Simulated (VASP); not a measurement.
Input of a VASP 6.6.1 run:

File INCAR:

```
SYSTEM = TiO2
PREC = Accurate
ENCUT = 520
EDIFF = 1E-7
ISMEAR = -1
SIGMA = 0.02
LREAL = .False.
LASPH = .True.
NELM = 60
ALGO = Normal
ISIF = 2
LWAVE = .False.
LCHARG = .False.
GGA = PE
NBANDS = 33
```

Contents of KPOINTS:

```
regular mesh
0
Gamma
  10 10 10
  0 0 0
```

File POSCAR:

```
TiO2
1.0
   -1.8888988106      1.8888988106      4.7437983417
    1.8888988106     -1.8888988106      4.7437983417
    1.8888988106      1.8888988106     -4.7437983417
Ti O
2 4
Direct
    0.7500000000      0.2500000000      0.5000000000
    0.0000000000      0.0000000000      0.0000000000
    0.5415079101      0.0415079101      0.5000000000
    0.7915079101      0.7915079101      0.0000000000
    0.2084920899      0.2084920899      0.0000000000
    0.9584920899      0.4584920899      0.5000000000
```

Potentials or basis: VASP PAW PBE potentials, release 64 (Ti_sv, O).

Launch:

```sh
$ cat potpaw_PBE.64/Ti_sv/POTCAR potpaw_PBE.64/O/POTCAR > POTCAR
$ mpirun -np 1 vasp_std > vasp.out
```

Q: What does it give for the band gap on the k mesh?

A: 2.11 eV, indirect (least direct gap 2.45 eV).

Q: What does it give for the pressure?

A: 7.1 GPa.

Stress tensor (GPa, compression positive):
```
6.78 0.00 0.00
0.00 6.78 0.00
0.00 0.00 7.84
```

Caveat: the cell differs from its parent crystal (uniaxial z strain -1.0%). A k mesh can miss the band edges.
